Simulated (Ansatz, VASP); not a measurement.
One calculation of AlAs, two programs

```
As Al
1.0
     4.05003    0.00000    0.00000
    -2.02502    3.50743    0.00000
     0.00000    0.00000   25.74723
As Al
4 4
Direct
  0.00000 0.00000 0.29129
  0.33333 0.66667 0.41973
  0.66667 0.33333 0.54816
  0.00000 0.00000 0.67660
  0.33333 0.66667 0.32340
  0.66667 0.33333 0.45184
  0.00000 0.00000 0.58027
  0.33333 0.66667 0.70871
```

Alike in both runs: task single point; functional PBE; k mesh 9 × 9 × 1; occupations gaussian, width 0.05 eV; no spin polarisation.

|  | VASP | Ansatz |
| --- | --- | --- |
| version | VASP 6.6.1 | Ansatz 0.2.0 |
| potentials or method | VASP PAW PBE potentials, release 64 (As, Al), cutoff 400 eV | scalar-relativistic, plane waves, PAW |
| valence electrons in the cell | 32 | 72 |

VASP gave:

```
gap on the k mesh at the Fermi level (eV) : none
rms of the force components (eV/Å)        : 0.258
```

What did Ansatz give for the same quantities?

gap on the k mesh at the Fermi level (eV): none; rms of the force components (eV/Å): 0.260.

A gap of «none» marks a metal or a gap that the smearing closes. The functional is the same, so the differences come from potentials, cutoffs and numerics. VASP's potentials hold 32 valence electrons a cell and Ansatz's 72, so a difference there can come from the potentials and not from the codes.
